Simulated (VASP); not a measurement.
Write the native input for VASP 6.6.1 that does the following.

| Quantity | Value |
| --- | --- |
| Task | relaxation of cell and atoms |
| Functional | LDA |
| Potentials or basis | VASP PAW LDA potentials, release 64 (Al, P) |
| Cutoff | 500 eV |
| k mesh | 8 × 8 × 8 |
| Occupations | gaussian, width 0.01 eV |
| Spin | no spin polarisation |
| Target pressure | 10 GPa |
| Dipole correction | no |
| Further INCAR settings | ALGO = Normal; EDIFF = 1e-07; IBRION = 2; EDIFFG = -0.002; NSW = 100; ISIF = 3 |

The structure of AlP lies in POSCAR:

```
AlP
1.0
    0.0000000000      2.7169254661      2.7169254661
    2.7169254661      0.0000000000      2.7169254661
    2.7169254661      2.7169254661      0.0000000000
Al P
1 1
Direct
    0.0000000000      0.0000000000      0.0000000000
    0.7500000000      0.7500000000      0.7500000000
```

These files were run (other wordings do the same):

INCAR

```
  PREC = Accurate
  ENCUT = 500
  EDIFF = 1E-7
  ISMEAR = 0
  SIGMA = 0.01
  LREAL = F
  LASPH = T
  NELM = 120
  ALGO = Normal
  ISIF = 3
  LWAVE = F
  LCHARG = F
  IBRION = 2
  NSW = 100
  EDIFFG = -0.002
  PSTRESS = 100.0
  GGA_COMPAT = F
  NELMIN = 4
```

KPOINTS

```
Automatic mesh
0
Gamma
  8 8 8
```

Potentials or basis: VASP PAW LDA potentials, release 64 (Al, P).

Launch:

```sh
$ cat potpaw_LDA.64/Al/POTCAR potpaw_LDA.64/P/POTCAR > POTCAR
$ mpirun -np 1 vasp_std > vasp.out
```

It gave:

```json
{
  "Relaxed volume": "18.31 Å³/atom",
  "Relaxed cell": "a = 3.727 Å, b = 3.727 Å, c = 3.727 Å, α = 60.00°, β = 60.00°, γ = 60.00°",
  "Space group after relaxing (to 0.1 Å)": "F-43m (No. 216)",
  "Energy change on relaxing (the run minimises the enthalpy)": "+50.9 meV/atom",
  "Ionic steps": "6",
  "Pressure after relaxing": "10.0 GPa",
  "Band gap on the k mesh": "1.22 eV (least direct gap 3.56 eV)"
}
```

Caveat: the cell is relaxed towards a set pressure, so the run minimises the enthalpy, not the energy.

Run time: 53 s on 1 thread of Intel Xeon 8259CL (shared host), peak memory 0.14 GiB.
